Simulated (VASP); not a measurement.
# C (Fd-3m) in VASP: notebook

C is run at these levels: r2SCAN, HSE06; tasks: single point.

Program: VASP 6.6.1. These are calculated values, not measurements. Logs are shortened: lines on timing, memory, paths and dates and some standing lists are left out, and cuts for length are marked.

### 1 The cell of the first run

The structure is cubic, space group Fd-3m (No. 227). Conventional cell: a = 3.567 Å, b = 3.567 Å, c = 3.567 Å, α = 90.00°, β = 90.00°, γ = 90.00°. Within 2.1 Å of C (site symmetry -43m) lie 4 C at 1.54 Å.

### 2 Single point, r2SCAN

The input, POSCAR:

```
C
1.0
    0.0000000000      1.7833700000      1.7833700000
    1.7833700000      0.0000000000      1.7833700000
    1.7833700000      1.7833700000      0.0000000000
C
2
Direct
    0.7500000000      0.7500000000      0.7500000000
    0.5000000000      0.5000000000      0.5000000000
```

The input, INCAR.step1:

```
SYSTEM = C
PREC = Accurate ; ENCUT = 520
ISMEAR = 0 ; SIGMA = 0.05
LREAL = .False. ; LASPH = .True.
NELM = 80 ; NBANDS = 11
GGA = PE ; ALGO = Normal
EDIFF = 1E-4 ; LWAVE = .True.
LCHARG = .False.
```

The input, INCAR.step2:

```
SYSTEM = C
PREC = Accurate ; ENCUT = 520
EDIFF = 1E-6 ; ISMEAR = 0
SIGMA = 0.05 ; LREAL = .False.
LASPH = .True. ; NELM = 80
ALGO = Normal ; ISIF = 2
LWAVE = .False. ; LCHARG = .False.
METAGGA = R2SCAN ; LMIXTAU = .True.
NBANDS = 11 ; ISTART = 1
```

The input, KPOINTS:

```
regular mesh
0
Gamma
  11 11 11
  0 0 0
```

Potentials or basis: VASP PAW PBE potentials, release 64 (C).

Command:

```sh
$ cat potpaw_PBE.64/C/POTCAR > POTCAR
$ cp INCAR.step1 INCAR
$ mpirun -np 1 vasp_std > vasp.out
$ cp INCAR.step2 INCAR
$ mpirun -np 1 vasp_std > vasp.out
```

OUTCAR:

```text
SYSTEM = C
   PREC = Accurate
   ENCUT = 520
   EDIFF = 1E-6
   ISMEAR = 0
   LREAL = .False.
   LASPH = .True.
   NELM = 80
   ISIF = 2
   METAGGA = R2SCAN
   ISTART = 1

 ion  position               nearest neighbor table
   1  0.750  0.750  0.750-   2 1.54   2 1.54   2 1.54   2 1.54
   2  0.500  0.500  0.500-   1 1.54   1 1.54   1 1.54   1 1.54

  LATTYP: Found a face centered cubic cell.
 ALAT       =     3.5667400000

  Lattice vectors:

 A1 = (   0.0000000000,   1.7833700000,   1.7833700000)
 A2 = (   1.7833700000,   0.0000000000,   1.7833700000)
 A3 = (   1.7833700000,   1.7833700000,   0.0000000000)

Analysis of symmetry for initial positions (statically):
=====================================================================
 Subroutine PRICEL returns:
 Original cell was already a primitive cell.

 Routine SETGRP: Setting up the symmetry group for a
 face centered cubic supercell.

 Subroutine GETGRP returns: Found 48 space group operations
 (whereof 24 operations were pure point group operations)
 out of a pool of 48 trial point group operations.

The static configuration has the point symmetry T_d .
 The point group associated with its full space group is O_h .

Analysis of symmetry for dynamics (positions and initial velocities):
=====================================================================
 Subroutine PRICEL returns:
 Original cell was already a primitive cell.

 Routine SETGRP: Setting up the symmetry group for a
 face centered cubic supercell.

 Subroutine GETGRP returns: Found 48 space group operations
 (whereof 24 operations were pure point group operations)
 out of a pool of 48 trial point group operations.

The dynamic configuration has the point symmetry T_d .
 The point group associated with its full space group is O_h .

 Subroutine INISYM returns: Found 48 space group operations
 (whereof 24 operations are pure point group operations),
 and found     1 'primitive' translations

----------------------------------------------------------------------------------------

                                     Primitive cell

  volume of cell :      11.3437

  direct lattice vectors                    reciprocal lattice vectors
     0.000000000  1.783370000  1.783370000    -0.280368067  0.280368067  0.280368067
     1.783370000  0.000000000  1.783370000     0.280368067 -0.280368067  0.280368067
[... 85 lines left out ...]
   EDIFF  = 0.1E-05   stopping-criterion for ELM
   LREAL  =      F    real-space projection
   EDIFFG = 0.1E-04   stopping-criterion for IOM
   NSW    =      0    number of steps for IOM
   IBRION =     -1    ionic relax: 0-MD 1-quasi-New 2-CG
   NFREE  =      0    steps in history (QN), initial steepest desc. (CG)
   ISIF   =      2    stress and relaxation
   ISYM   =      2    0-nonsym 1-usesym 2-fastsym
   POTIM  = 0.5000    time-step for ionic-motion
   TEBEG  =    0.0;   TEEND  =   0.0 temperature during run
   PSTRESS=    0.0 pullay stress
   NELECT =       8.0000    total number of electrons
   NUPDOWN=      -1.0000    fix difference up-down
   EMIN   =  10.00;   EMAX   =-10.00  energy-range for DOS
   EFERMI =   0.00;   METHOD = LEGACY
   ISMEAR =     0;   SIGMA  =   0.05  broadening in eV -4-tet -1-fermi 0-gaus
   EFERMI_NEDOS =   21; number of points for ismear=-14 and -15
   IALGO  =     38    algorithm
   IMIX   =      4    mixing-type and parameters
     AMIX     =   0.40;   BMIX     =  1.00
     AMIX_MAG =   1.60;   BMIX_MAG =  1.00
  volume/ion in A,a.u.               =       5.67        38.28
  Fermi-wavevector in a.u.,A,eV,Ry     =   1.457203  2.753714 28.891161  2.123440
  Thomas-Fermi vector in A             =   2.574032
   LORBIT       =      0    0 simple, 1 ext, 2 COOP (PROOUT), +10 PAW based schemes
   METAGGA = R2SCAN    functional components
   LHFCALC =     F    Hartree Fock is set to
   AEXX    =    0.0000 exact exchange contribution
   IVDW    =     0    specifies the selected vdW correction
   LEPSILON=     F    determine dielectric tensor
   LRPA    =     F    only Hartree local field effects (RPA)
 non-spin polarized calculation
 Gauss-broadening in eV      SIGMA  =   0.05
  energy-cutoff  :      520.00
  volume of cell :       11.34
 maximum number of plane-waves:       316
   NGX =  9   NGY =  9   NGZ =  9

 number of electron       7.9999999 magnetization

 Free energy of the ion-electron system (eV)
  ---------------------------------------------------
  ext. energy  EPLUGINS =         0.00000000
  ---------------------------------------------------
  free energy    TOTEN  =       -19.65726575 eV

  energy without entropy =      -19.65726575  energy(sigma->0) =      -19.65726575

 E-fermi :  10.0303     XC(G=0): -14.2579

 val. band max:        9.7128944369   @ k =   0.0000   0.0000   0.0000
 cond. band min:      14.0328813109   @ k =   0.3636   0.3636   0.0000
 fundamental gap:      4.3199868740
 Fermi energy:        10.0303335741

 k-point     1 :       0.0000    0.0000    0.0000
  band No.  band energies     occupation
      1     -12.9825      2.00000
      2       9.7129      2.00000
      3       9.7129      2.00000
      4       9.7129      2.00000
      5      15.5484      0.00000
      6      15.5484      0.00000
      7      15.5484      0.00000
      8      23.5309      0.00000
      9      30.1064      0.00000
     10      37.1009      0.00000
     11      37.1009      0.00000
[... 309 lines left out ...]
 k-point    24 :      -0.1818    0.1818    0.0000
  band No.  band energies     occupation
      1     -10.4675      2.00000
      2       2.9922      2.00000
      3       4.0479      2.00000
      4       7.9638      2.00000
      5      18.1084      0.00000
      6      18.7684      0.00000
      7      20.1184      0.00000
      8      24.0756      0.00000
      9      30.5257      0.00000
     10      32.0879      0.00000
     11      34.5293      0.00000

 [... further k-points ...]
[... 5 lines left out ...]
  --------------------------------------------------------------------------------------
  -------------------------------------------------------------------------------------
  Total       -0.0937797     -0.0937797     -0.0937797     -0.0000000     -0.0000000      0.0000000
  in kB      -13.2454021    -13.2454021    -13.2454021     -0.0000000     -0.0000000      0.0000000
  external PRESSURE =     -13.2454021 kB  Pullay stress =       0.0000000 kB

 VOLUME and BASIS-vectors are now :
 -----------------------------------------------------------------------------
  energy-cutoff  :      520.00
  volume of cell :       11.34
      direct lattice vectors                 reciprocal lattice vectors
     0.000000000  1.783370000  1.783370000    -0.280368067  0.280368067  0.280368067
     1.783370000  0.000000000  1.783370000     0.280368067 -0.280368067  0.280368067
     1.783370000  1.783370000  0.000000000     0.280368067  0.280368067 -0.280368067

 POSITION                                       TOTAL-FORCE (eV/Angst)
 -----------------------------------------------------------------------------------
      2.67505      2.67505      2.67505         0.000000     -0.000000     -0.000000
      1.78337      1.78337      1.78337        -0.000000      0.000000      0.000000
 -----------------------------------------------------------------------------------
    total drift:                                0.000000     -0.000000      0.000000

  FREE ENERGIE OF THE ION-ELECTRON SYSTEM (eV)
  ---------------------------------------------------
  free  energy   TOTEN  =       -19.6572657484 eV

  energy  without entropy=      -19.6572657484  energy(sigma->0) =      -19.65726575
```

Run time: 24 s. Hardware: 1 thread of Intel Xeon Platinum 8259CL at 2.50GHz (Skylake/Cascade Lake), shared host; peak memory 0.12 GiB.

What came out:

| Quantity | Value |
| --- | --- |
| Free energy | -19.6573 eV |
| Pressure | -1.3 GPa |
| Band gap on the k mesh | 4.32 eV, indirect (least direct gap 5.84 eV) |

Caveat: the PAW data sets were made with another functional, which shifts forces and pressure a little. r2SCAN opens gaps a little over a GGA but as a rule still falls short of measured ones.

### 3 Single point, HSE06

POSCAR is that of step 2.

The input, INCAR.step1:

```
  PREC = Accurate
  ENCUT = 520
  EDIFF = 1E-5
  ISMEAR = 1
  SIGMA = 0.1
  LREAL = F
  LASPH = T
  NELM = 60
  ALGO = Normal
  ISIF = 2
  LWAVE = T
  LCHARG = F
  NBANDS = 11
  GGA = PE
```

The input, INCAR.step2:

```
  PREC = Accurate
  ENCUT = 520
  EDIFF = 1E-6
  ISMEAR = 1
  SIGMA = 0.1
  LREAL = F
  LASPH = T
  NELM = 60
  ALGO = Normal
  ISIF = 2
  LWAVE = F
  LCHARG = F
  GGA = PE
  LHFCALC = T
  HFSCREEN = 0.2079
  PRECFOCK = Normal
  NBANDS = 11
  ISTART = 1
```

The input, KPOINTS:

```
regular mesh
0
Gamma
  7 7 7
```

Potentials or basis: VASP PAW PBE potentials, release 64 (C).

Command:

```sh
$ cat potpaw_PBE.64/C/POTCAR > POTCAR
$ cp INCAR.step1 INCAR
$ mpirun -np 1 vasp_std > vasp.out
$ cp INCAR.step2 INCAR
$ mpirun -np 1 vasp_std > vasp.out
```

OUTCAR:

```text
PREC = Accurate
   ENCUT = 520
   EDIFF = 1E-6
   ISMEAR = 1
   LREAL = F
   LASPH = T
   NELM = 60
   ISIF = 2
   GGA = PE
   LHFCALC = T
   HFSCREEN = 0.2079
   PRECFOCK = Normal
   ISTART = 1

 ion  position               nearest neighbor table
   1  0.750  0.750  0.750-   2 1.54   2 1.54   2 1.54   2 1.54
   2  0.500  0.500  0.500-   1 1.54   1 1.54   1 1.54   1 1.54

  LATTYP: Found a face centered cubic cell.
 ALAT       =     3.5667400000

  Lattice vectors:

 A1 = (   0.0000000000,   1.7833700000,   1.7833700000)
 A2 = (   1.7833700000,   0.0000000000,   1.7833700000)
 A3 = (   1.7833700000,   1.7833700000,   0.0000000000)

Analysis of symmetry for initial positions (statically):
=====================================================================
 Subroutine PRICEL returns:
 Original cell was already a primitive cell.

 Routine SETGRP: Setting up the symmetry group for a
 face centered cubic supercell.

 Subroutine GETGRP returns: Found 48 space group operations
 (whereof 24 operations were pure point group operations)
 out of a pool of 48 trial point group operations.

The static configuration has the point symmetry T_d .
 The point group associated with its full space group is O_h .

Analysis of symmetry for dynamics (positions and initial velocities):
=====================================================================
 Subroutine PRICEL returns:
 Original cell was already a primitive cell.

 Routine SETGRP: Setting up the symmetry group for a
 face centered cubic supercell.

 Subroutine GETGRP returns: Found 48 space group operations
 (whereof 24 operations were pure point group operations)
 out of a pool of 48 trial point group operations.

The dynamic configuration has the point symmetry T_d .
 The point group associated with its full space group is O_h .

 Subroutine INISYM returns: Found 48 space group operations
 (whereof 24 operations are pure point group operations),
 and found     1 'primitive' translations

----------------------------------------------------------------------------------------

                                     Primitive cell

  volume of cell :      11.3437

  direct lattice vectors                    reciprocal lattice vectors
     0.000000000  1.783370000  1.783370000    -0.280368067  0.280368067  0.280368067
     1.783370000  0.000000000  1.783370000     0.280368067 -0.280368067  0.280368067
     1.783370000  1.783370000  0.000000000     0.280368067  0.280368067 -0.280368067

  length of vectors
     2.522066041  2.522066041  2.522066041     0.485611737  0.485611737  0.485611737

  position of ions in fractional coordinates (direct lattice)
     0.750000000  0.750000000  0.750000000
     0.500000000  0.500000000  0.500000000

  ion indices of the primitive-cell ions
   primitive index   ion index
                 1           1
                 2           2

----------------------------------------------------------------------------------------

 KPOINTS: regular mesh

Automatic generation of k-mesh.
 Grid dimensions read from file:
[... 44 lines left out ...]
   total plane-waves  NPLWV =   8000
   dimension x,y,z NGX =    20 NGY =   20 NGZ =   20
   dimension x,y,z NGXF=    40 NGYF=   40 NGZF=   40
   ions per type =               2
   NGX,Y,Z   is equivalent  to a cutoff of  13.18, 13.18, 13.18 a.u.
   NGXF,Y,Z  is equivalent  to a cutoff of  26.37, 26.37, 26.37 a.u.
 SYSTEM =  unknown system
   PREC   = accura    normal or accurate (medium, high low for compatibility)
   ISTART =      1    job   : 0-new  1-cont  2-samecut
   ICHARG =      0    charge: 1-file 2-atom 10-const
   ISPIN  =      1    spin polarized calculation?
   LNONCOLLINEAR =      F non collinear calculations
   LSORBIT =      F    spin-orbit coupling
   LASPH  =      T    aspherical Exc in radial PAW
   ENCUT  =  520.0 eV  38.22 Ry    6.18 a.u.   4.69  4.69  4.69*2*pi/ulx,y,z
   NELM   =     60;   NELMIN=  2; NELMDL=  0     # of ELM steps
   EDIFF  = 0.1E-05   stopping-criterion for ELM
   LREAL  =      F    real-space projection
   EDIFFG = 0.1E-04   stopping-criterion for IOM
   NSW    =      0    number of steps for IOM
   IBRION =     -1    ionic relax: 0-MD 1-quasi-New 2-CG
   NFREE  =      0    steps in history (QN), initial steepest desc. (CG)
   ISIF   =      2    stress and relaxation
   ISYM   =      3    0-nonsym 1-usesym 2-fastsym
   POTIM  = 0.5000    time-step for ionic-motion
   TEBEG  =    0.0;   TEEND  =   0.0 temperature during run
   PSTRESS=    0.0 pullay stress
   NELECT =       8.0000    total number of electrons
   NUPDOWN=      -1.0000    fix difference up-down
   EMIN   =  10.00;   EMAX   =-10.00  energy-range for DOS
   EFERMI =   0.00;   METHOD = LEGACY
   ISMEAR =     1;   SIGMA  =   0.10  broadening in eV -4-tet -1-fermi 0-gaus
   EFERMI_NEDOS =   21; number of points for ismear=-14 and -15
   IALGO  =     38    algorithm
   IMIX   =      1    mixing-type and parameters
     AMIX     =   0.40;   BMIX     =  1.00
     AMIX_MAG =   1.60;   BMIX_MAG =  1.00
  volume/ion in A,a.u.               =       5.67        38.28
  Fermi-wavevector in a.u.,A,eV,Ry     =   1.457203  2.753714 28.891161  2.123440
  Thomas-Fermi vector in A             =   2.574032
   LORBIT       =      0    0 simple, 1 ext, 2 COOP (PROOUT), +10 PAW based schemes
   GGA     = PE    functional components
   LHFCALC =     T    Hartree Fock is set to
   PRECFOCK=normal    Normal, Fast or Accurate (Low or Medium for compatibility)
   ENCUT4O =  -1.0   cutoff for four orbital integrals eV
   NKREDX  =     1    reduce k-point grid by
   NKREDY  =     1    reduce k-point grid by
   NKREDZ  =     1    reduce k-point grid by
   AEXX    =    0.2500 exact exchange contribution
   HFSCREEN=    0.2079 screening length (either q_TF or 0.3 A-1)
   HFSCREENC=   0.2079 screening length for correlation (either q_TF or 0.3 A-1)
   ENCUTFOCK=  -1.0 apply spherical cutoff to Coloumb kernel
   IVDW    =     0    specifies the selected vdW correction
   LEPSILON=     F    determine dielectric tensor
   LRPA    =     F    only Hartree local field effects (RPA)
 non-spin polarized calculation
 Methfessel and Paxton  Order N= 1 SIGMA  =   0.10
  energy-cutoff  :      520.00
  volume of cell :       11.34
 maximum number of plane-waves:       314
  NGX = 16; NGY = 16; NGZ = 16

 number of electron       7.9999999 magnetization

 Free energy of the ion-electron system (eV)
  ---------------------------------------------------
  ext. energy  EPLUGINS =         0.00000000
  ---------------------------------------------------
  free energy    TOTEN  =       -21.04675095 eV

  energy without entropy =      -21.04680166  energy(sigma->0) =      -21.04676785

 E-fermi :   9.1968     XC(G=0): -10.8232

 val. band max:        9.1126530974   @ k =   0.0000   0.0000   0.0000
 cond. band min:      14.5136600346   @ k =   0.4286   0.4286   0.0000
 fundamental gap:      5.4010069372
 Fermi energy:         9.1968408377

 k-point     1 :       0.0000    0.0000    0.0000
  band No.  band energies     occupation
      1     -14.4225      2.00000
      2       9.1127      2.00000
      3       9.1127      2.00000
      4       9.1127      2.00000
      5      16.0844      0.00000
      6      16.0844      0.00000
      7      16.0844      0.00000
      8      24.3747      0.00000
      9      29.9572      0.00000
     10      37.4105      0.00000
     11      37.4105      0.00000
[... 253 lines left out ...]
 k-point    20 :      -0.2857    0.4286    0.1429
  band No.  band energies     occupation
      1      -5.2675      2.00000
      2      -3.4145      2.00000
      3      -0.8158      2.00000
      4       1.9445      2.00000
      5      18.6578      0.00000
      6      22.5476      0.00000
      7      23.8944      0.00000
      8      24.7194      0.00000
      9      30.4229      0.00000
     10      34.2742      0.00000
     11      38.9371      0.00000

------------------------ aborting loop because EDIFF is reached ----------------------------------------

  FORCE on cell =-STRESS in cart. coord.  units (eV):
  Direction    XX          YY          ZZ          XY          YZ          ZX
  --------------------------------------------------------------------------------------
  -------------------------------------------------------------------------------------
  Total       -0.5174641     -0.5174641     -0.5174641     -0.0000000     -0.0000000      0.0000000
  in kB      -73.0863776    -73.0863776    -73.0863776     -0.0000000     -0.0000000      0.0000000
  external PRESSURE =     -73.0863776 kB  Pullay stress =       0.0000000 kB

 VOLUME and BASIS-vectors are now :
 -----------------------------------------------------------------------------
  energy-cutoff  :      520.00
  volume of cell :       11.34
      direct lattice vectors                 reciprocal lattice vectors
     0.000000000  1.783370000  1.783370000    -0.280368067  0.280368067  0.280368067
     1.783370000  0.000000000  1.783370000     0.280368067 -0.280368067  0.280368067
     1.783370000  1.783370000  0.000000000     0.280368067  0.280368067 -0.280368067

 POSITION                                       TOTAL-FORCE (eV/Angst)
 -----------------------------------------------------------------------------------
      2.67505      2.67505      2.67505        -0.000000     -0.000000     -0.000000
      1.78337      1.78337      1.78337         0.000000      0.000000      0.000000
 -----------------------------------------------------------------------------------
    total drift:                                0.000000      0.000000      0.000000

  FREE ENERGIE OF THE ION-ELECTRON SYSTEM (eV)
  ---------------------------------------------------
  free  energy   TOTEN  =       -21.0467509481 eV

  energy  without entropy=      -21.0468016586  energy(sigma->0) =      -21.04676785
```

Wall time 4.4 min (1 thread of Intel Xeon Platinum 8259CL at 2.50GHz (Skylake/Cascade Lake), shared host); peak memory 0.22 GiB.

What came out:

| Property | Result |
| --- | --- |
| Free energy | -21.0468 eV |
| Pressure | -7.3 GPa |
| Band gap on the k mesh | 5.40 eV, indirect (least direct gap 6.97 eV) |

Caveat: the k points lie up to 0.44 Å⁻¹ apart; the PAW data sets were made with another functional, which shifts forces and pressure a little. A k mesh can miss the band edges.
